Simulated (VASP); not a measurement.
Write the native input for VASP 6.6.1 that does the following.

```yaml
Task: single point
Functional: PBE
Potentials_or_basis: VASP PAW PBE potentials, release 64 (Ga_d, N)
Cutoff: 600 eV
k_mesh: 5 × 5 × 5
Occupations: gaussian, width 0.01 eV
Spin: no spin polarisation
Dipole_correction: no
Further_INCAR_settings: ALGO = Normal; EDIFF = 1e-06; NBANDS = 16
```

The structure of GaN lies in POSCAR:

```
GaN
1.0
    0.0000000000      2.2535000000      2.2535000000
    2.2535000000      0.0000000000      2.2535000000
    2.2535000000      2.2535000000      0.0000000000
Ga N
1 1
Direct
   -0.0000372329      0.0002152697      0.0003597801
    0.7501853351      0.7489284467      0.7482091134
```

The input as run:

INCAR

```
SYSTEM = GaN
ALGO = Normal
EDIFF = 1E-6
ENCUT = 600
GGA = PE
GGA_COMPAT = .False.
ISIF = 2
ISMEAR = 0
LASPH = .True.
LCHARG = .False.
LREAL = .False.
LWAVE = .False.
NBANDS = 16
NELM = 120
PREC = Accurate
SIGMA = 0.01
```

KPOINTS

```
k-points
0
Gamma
  5 5 5
  0 0 0
```

Potentials or basis: VASP PAW PBE potentials, release 64 (Ga_d, N).

Command:

```console
$ cat potpaw_PBE.64/Ga_d/POTCAR potpaw_PBE.64/N/POTCAR > POTCAR
$ mpirun -np 1 vasp_std > vasp.out
```

It gave:

The pressure is 4.9 GPa, the largest force is 0.111 eV/Å and the band gap on the k mesh is 1.70 eV, direct.

Caveat: the k points lie up to 0.48 Å⁻¹ apart.

Run time: 29 s on 1 thread of Intel(R) Xeon(R) Platinum 8259CL CPU @ 2.50GHz (Skylake/Cascade Lake), with other jobs on the host, peak memory 0.17 GiB.
